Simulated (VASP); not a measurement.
Set up this calculation in VASP 6.6.1, as the native input.

```yaml
Task: single point
Functional: PBE
Potentials_or_basis: VASP PAW PBE potentials, release 64 (Ta_pv, C)
Cutoff: 520 eV
k_mesh: 12 × 12 × 12
Occupations: gaussian, width 0.1 eV
Spin: no spin polarisation
Dipole_correction: no
Further_INCAR_settings: ALGO = Normal; EDIFF = 1e-07; NBANDS = 20
```

The structure of TaC3 lies in POSCAR:

```
TaC3
1.0
    4.2041352830      0.0000000000      0.0000000000
    0.0000000000      4.2041352830      0.0000000000
    0.0000000000      0.0000000000      4.2041352830
Ta C
1 3
Direct
    0.5000000000      0.5000000000      0.5000000000
    0.0000000000      0.5000000000      0.5000000000
    0.5000000000      0.0000000000      0.5000000000
    0.5000000000      0.5000000000      0.0000000000
```

The cell was generated, and may not be a known phase.

These files were run (other wordings do the same):

INCAR

```
PREC = Accurate
ENCUT = 520
EDIFF = 1E-7
ISMEAR = 0
SIGMA = 0.1
LREAL = False
LASPH = True
NELM = 80
ALGO = Normal
ISIF = 2
LWAVE = False
LCHARG = True
GGA = PE
LELF = True
LVHAR = True
NBANDS = 20
```

KPOINTS

```
regular mesh
0
Gamma
  12 12 12
```

Potentials or basis: VASP PAW PBE potentials, release 64 (Ta_pv, C).

The run is started by

```bash
$ cat potpaw_PBE.64/Ta_pv/POTCAR potpaw_PBE.64/C/POTCAR > POTCAR
$ mpirun -np 1 vasp_std > vasp.out
```

Results of the run:

| Property | Result |
| --- | --- |
| Pressure | 0.2 GPa |
| Band gap on the k mesh | zero (an odd number of electrons rules out a gap without spin polarisation) |

Caveat: spin-orbit coupling is left out, which moves the levels of the heavy elements.

It took 2.3 min on 1 thread of Intel Xeon 8259CL (shared host), peak memory 0.25 GiB.
